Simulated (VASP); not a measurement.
A run of VASP 6.6.1 is set up as follows.

Contents of INCAR:

```
SYSTEM = BeTe
PREC = Accurate ; ENCUT = 520
EDIFF = 1E-6 ; ISMEAR = 0
SIGMA = 0.018000000000000002 ; LREAL = .FALSE.
LASPH = .TRUE. ; NELM = 60
ALGO = Normal ; ISIF = 2
LWAVE = .FALSE. ; LCHARG = .FALSE.
GGA = PE ; NBANDS = 11
```

The input KPOINTS:

```
Automatic mesh
0
G
  8 8 8
  0 0 0
```

Contents of POSCAR:

```
BeTe
1.0
    0.0000000000      2.7700000000      2.7700000000
    2.7700000000      0.0000000000      2.7700000000
    2.7700000000      2.7700000000      0.0000000000
Te Be
1 1
Direct
    0.7500000000      0.7500000000      0.7500000000
    0.0000000000      0.0000000000      0.0000000000
```

Potentials or basis: VASP PAW PBE potentials, release 64 (Te, Be).

Launch:

```console
$ cat potpaw_PBE.64/Te/POTCAR potpaw_PBE.64/Be/POTCAR > POTCAR
$ mpirun -np 1 vasp_std > vasp.out
```

(1) Estimate the pressure.

(2) Estimate the band gap on the k mesh.

Results:

(1) 4.5 GPa.

(2) 1.85 eV, indirect (least direct gap 3.56 eV).

Caveat: spin-orbit coupling is left out, which moves the levels of the heavy elements.
